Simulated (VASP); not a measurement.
Li8H3F5: relaxation of volume and atoms at fixed shape with PBEsol

The system is Li8H3F5.

```
F H Li
1.0
     7.99419    0.00000    0.00000
     0.00000    7.99419    0.00000
     0.00000    0.00000    7.99419
F H Li
20 12 32
Direct
  0.25102 0.99769 0.99934
  0.24586 0.99871 0.50694
  0.24779 0.50416 0.99506
  0.74910 0.99715 0.50373
  0.99720 0.25121 0.99816
  0.99869 0.24858 0.49650
  0.99674 0.75076 0.00042
  0.50209 0.25425 0.49761
  0.50149 0.74858 0.00031
  0.00152 0.00118 0.24995
  0.99790 0.99621 0.74697
  0.99781 0.49826 0.75137
  0.50294 0.99947 0.25037
  0.50038 0.00002 0.74880
  0.50473 0.50214 0.74850
  0.25209 0.24752 0.24701
  0.24899 0.24723 0.75275
  0.75072 0.25202 0.24344
  0.74788 0.75233 0.24949
  0.74701 0.74576 0.75536
  0.24798 0.50065 0.49956
  0.74922 0.99988 0.00378
  0.75391 0.49973 0.99757
  0.74682 0.49722 0.49895
  0.00090 0.75079 0.50131
  0.49832 0.24882 0.00148
  0.50528 0.75060 0.50078
  0.00782 0.49963 0.25209
  0.50334 0.50006 0.24675
  0.25277 0.74807 0.24982
  0.25170 0.74893 0.74383
  0.75214 0.24733 0.74940
  0.00117 0.00312 0.00340
  0.99959 0.00054 0.50550
  0.99948 0.49939 0.99993
  0.99869 0.49732 0.50032
  0.50349 0.99943 0.99734
  0.50080 0.99830 0.49482
  0.49987 0.49917 0.99883
  0.49780 0.49791 0.49842
  0.25370 0.24817 0.00006
  0.25046 0.24841 0.50303
  0.24929 0.74819 0.00090
  0.25026 0.74649 0.50037
  0.75055 0.25190 0.00420
  0.74876 0.24671 0.50049
  0.75318 0.75143 0.99887
  0.75030 0.74875 0.50279
  0.24952 0.00060 0.24970
  0.24797 0.00261 0.75277
  0.24809 0.50045 0.25186
  0.25532 0.50235 0.75181
  0.75133 0.00411 0.24661
  0.74566 0.99565 0.75214
  0.75239 0.50567 0.25425
  0.74720 0.49999 0.74909
  0.99871 0.25219 0.25212
  0.00124 0.24890 0.74935
  0.99913 0.74729 0.25199
  0.00042 0.74906 0.74261
  0.49880 0.25486 0.24557
  0.50276 0.25150 0.75373
  0.49972 0.75094 0.24897
  0.49959 0.75051 0.75106
```

```yaml
Program: VASP 6.6.1
Task: relaxation of volume and atoms at fixed shape
Functional: PBEsol
Potentials_or_basis: VASP PAW PBE potentials, release 64 (F, H, Li_sv)
Cutoff: 600 eV
k_mesh: 1 × 1 × 1, shifted
Occupations: fermi-dirac, width 0.05 eV
Spin: no spin polarisation
Dipole_correction: no
Further_INCAR_settings: LREAL = Auto; ALGO = Normal; EDIFF = 1e-07; ISYM = 0; IBRION = 2; EDIFFG = -0.03; NSW = 100; ISIF = 8
```

* Relaxed volume: 8.00 Å³/atom
* Relaxed cell: a = 8.000 Å, b = 8.000 Å, c = 8.000 Å, α = 90.00°, β = 90.00°, γ = 90.00°
* Space group after relaxing (to 0.1 Å): P1 (No. 1)
* Energy gained by relaxing: 2.9 meV/atom
* Ionic steps: 6
* Pressure after relaxing: 0.0 GPa
* Largest force after relaxing: 0.030 eV/Å
* Band gap on the k mesh: 5.77 eV

Forces in eV/Å, atoms in the order of the input:
```
F    0.007  0.019  0.005
F   -0.012 -0.002  0.004
F    0.007 -0.005  0.000
F    0.005 -0.007  0.013
F   -0.005  0.000  0.007
F    0.007  0.020 -0.021
F   -0.001  0.010  0.010
F    0.004  0.018  0.004
F   -0.013 -0.005  0.007
F    0.012 -0.004 -0.007
F    0.009  0.000 -0.028
F    0.012 -0.010  0.001
F   -0.004  0.003  0.006
F   -0.008  0.006 -0.010
F   -0.009  0.003 -0.011
F    0.005 -0.003  0.004
F    0.012 -0.001  0.003
F    0.000 -0.009 -0.006
F   -0.012  0.000  0.000
F   -0.001  0.003 -0.002
H    0.001  0.001 -0.006
H    0.008  0.004 -0.006
H   -0.009 -0.003  0.007
H    0.000  0.002  0.005
H    0.011  0.007 -0.003
H   -0.004 -0.004  0.013
H   -0.007 -0.003 -0.004
H   -0.013 -0.011  0.001
H   -0.003 -0.014  0.026
H   -0.010 -0.002 -0.013
H   -0.004  0.002  0.008
H   -0.001  0.015 -0.002
Li   0.000  0.003 -0.002
Li   0.013 -0.003  0.002
Li  -0.013 -0.002  0.014
Li   0.004  0.020  0.001
Li   0.005  0.000 -0.015
Li   0.001 -0.013  0.009
Li   0.004 -0.010  0.005
Li   0.001  0.007  0.006
Li  -0.003  0.001  0.005
Li  -0.009  0.008 -0.012
Li   0.017 -0.004 -0.003
Li  -0.005 -0.005 -0.001
Li  -0.002 -0.006  0.003
Li   0.019  0.012  0.014
Li  -0.014 -0.001 -0.007
Li   0.010 -0.004 -0.013
Li  -0.001 -0.005 -0.005
Li   0.001 -0.005 -0.013
Li   0.006  0.008  0.008
Li  -0.011  0.008 -0.002
Li  -0.002 -0.010 -0.005
Li   0.000  0.010 -0.009
Li  -0.006 -0.009 -0.012
Li   0.003  0.010  0.007
Li  -0.008 -0.010  0.003
Li  -0.002  0.002  0.005
Li  -0.008 -0.013 -0.009
Li   0.002  0.002  0.002
Li   0.003 -0.009  0.011
Li   0.003  0.000  0.003
Li  -0.003 -0.012  0.006
Li   0.006 -0.002  0.000
```

The path:
```
step  energy change (eV)  largest force (eV/Å)  pressure (GPa)  volume (Å³)
   1              0.0000                0.3544            0.14       510.89
   2             -0.0800                0.2499            0.06       511.39
   3             -0.1566                0.1301           -0.07       512.55
   4             -0.1748                0.0818           -0.03       512.31
   5             -0.1849                0.0651            0.03       511.94
   6             -0.1878                0.0299            0.00       512.08
```

Final structure:
```
F H Li
1.0
     8.00041    0.00000    0.00000
     0.00000    8.00041    0.00000
     0.00000    0.00000    8.00041
F H Li
20 12 32
Cartesian
  2.0021 7.9921 0.0008
  2.0034 0.0020 3.9987
  2.0011 4.0021 7.9948
  5.9983 7.9953 4.0001
  0.0084 2.0013 0.0030
  0.0005 1.9917 4.0082
  0.0036 5.9966 7.9976
  3.9998 1.9947 3.9982
  4.0049 6.0006 7.9959
  0.0012 8.0003 2.0038
  7.9993 7.9950 6.0058
  7.9984 3.9959 6.0021
  4.0017 0.0001 1.9992
  4.0002 7.9945 5.9986
  4.0028 3.9972 6.0003
  2.0021 2.0004 1.9979
  2.0018 2.0000 5.9998
  6.0063 2.0010 2.0083
  6.0059 6.0076 1.9962
  6.0008 5.9950 6.0030
  2.0035 4.0177 3.9877
  5.9948 0.0111 7.9997
  6.0027 3.9931 0.0090
  5.9989 4.0022 3.9944
  0.0050 5.9748 3.9954
  4.0220 2.0119 7.9986
  3.9974 5.9777 3.9914
  0.0063 4.0135 2.0149
  4.0062 4.0105 1.9967
  2.0070 5.9809 2.0173
  2.0031 5.9892 5.9765
  5.9955 2.0018 6.0126
  0.0081 7.9981 7.9997
  0.0017 0.0011 4.0060
  0.0144 4.0012 7.9864
  0.0043 3.9878 4.0118
  3.9947 7.9909 7.9997
  3.9947 0.0036 3.9989
  3.9962 4.0123 7.9875
  3.9971 3.9943 4.0058
  1.9974 2.0035 0.0029
  2.0037 1.9926 3.9980
  1.9967 5.9948 0.0073
  2.0037 5.9947 3.9924
  6.0100 2.0092 0.0132
  5.9963 1.9900 3.9855
  6.0089 5.9946 0.0085
  5.9975 6.0011 3.9942
  2.0038 0.0047 2.0063
  2.0030 7.9998 5.9993
  2.0052 3.9962 1.9962
  2.0070 3.9933 6.0012
  6.0014 0.0037 2.0070
  5.9954 7.9868 6.0009
  6.0046 4.0094 2.0080
  5.9956 4.0026 5.9954
  0.0010 2.0032 2.0029
  7.9983 1.9987 6.0031
  7.9944 6.0023 2.0022
  7.9918 5.9890 6.0011
  4.0102 2.0040 1.9988
  4.0041 2.0005 5.9949
  4.0158 6.0033 1.9920
  4.0085 5.9928 6.0024
```

Levels at points of the mesh, in eV from the valence-band top:
```csv
k point,band 122,band 123,band 124,band 125,band 126,band 127
"(0.25, 0.25, 0.25)",-0.42,-0.30,0.00,5.77,5.91,6.06
```

It took 56 min on 1 thread of Intel(R) Xeon(R) Platinum 8259CL CPU @ 2.50GHz (Skylake/Cascade Lake), on a shared host, peak memory 0.76 GiB.

Caveat: the cutoff is under 1.25 times the usual one of these potentials, so pressure, stress and relaxed cells hold a basis-set (Pulay) error; the PAW data sets were made with another functional, which shifts forces and pressure a little; a shifted mesh leaves out Γ, where band edges can lie. A k mesh can miss the band edges.
